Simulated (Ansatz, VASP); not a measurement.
## Co in VASP and in Ansatz

The input INCAR:

```
  PREC = Accurate
  ENCUT = 520
  EDIFF = 1E-6
  ISMEAR = -1
  SIGMA = 0.05
  LREAL = F
  LASPH = T
  NELM = 150
  ALGO = Fast
  ISIF = 2
  LWAVE = F
  LCHARG = T
  ISPIN = 2
  MAGMOM = 2
  LORBIT = 11
  LMAXMIX = 4
  GGA = PE
  LELF = T
  LVHAR = T
  NBANDS = 14
```

KPOINTS

```
regular mesh
0
Gamma
  13 13 13
```

File POSCAR:

```
Co
1.0
   -1.4023200000      1.4023200000      1.4023200000
    1.4023200000     -1.4023200000      1.4023200000
    1.4023200000      1.4023200000     -1.4023200000
Co
1
Direct
    0.0000000000      0.0000000000      0.0000000000
```

The input input.yaml:

```yaml
crystal:
  lattice:
    - [-1.40232, 1.40232, 1.40232]
    - [1.40232, -1.40232, 1.40232]
    - [1.40232, 1.40232, -1.40232]
  atoms:
    - { symbol: Co, position: [0.0, 0.0, 0.0], spin: 2.0 }
hamiltonian:
  xc: pbe
  pseudopotentials: { kind: paw }
magnetization:
  spin_polarized: true
kpoints:
  mp_grid: { grid: [13, 13, 13] }
scf:
  occupations: { method: fermi_dirac, width: 0.05 }
output:
  forces: true
  stress: true
  eigenvalues: true
  write_density: true
  write_potential: true
  elf: true
  volumetric_format: npy
```

Alike in both runs: task single point; functional PBE; k mesh 13 × 13 × 13; occupations fermi-dirac, width 0.05 eV; collinear spin.

```csv
,VASP,Ansatz
version,VASP 6.6.1,Ansatz 0.2.0
potentials or method,"VASP PAW PBE potentials, release 64 (Co)",Ansatz PAW
plane-wave cutoff (eV),520,420
valence electrons in the cell,9,17
```

|  | VASP | Ansatz | Ansatz less VASP |
| --- | --- | --- | --- |
| gap on the k mesh at the Fermi level (eV) | none | none | - |
| pressure (GPa) | -0.3 | 0.6 | +0.88 |
| net moment per atom (μB) | 1.69 | 1.70 | +0.014 |
| size of the moment on the site where the two differ most (μB) | 1.71 | 1.77 | +0.061 |

Site moments also hang on the region over which each program counts them. A gap of «none» marks a metal or a gap that the smearing closes. VASP's potentials hold 9 valence electrons a cell and Ansatz's 17, so a difference there can come from the potentials and not from the codes.
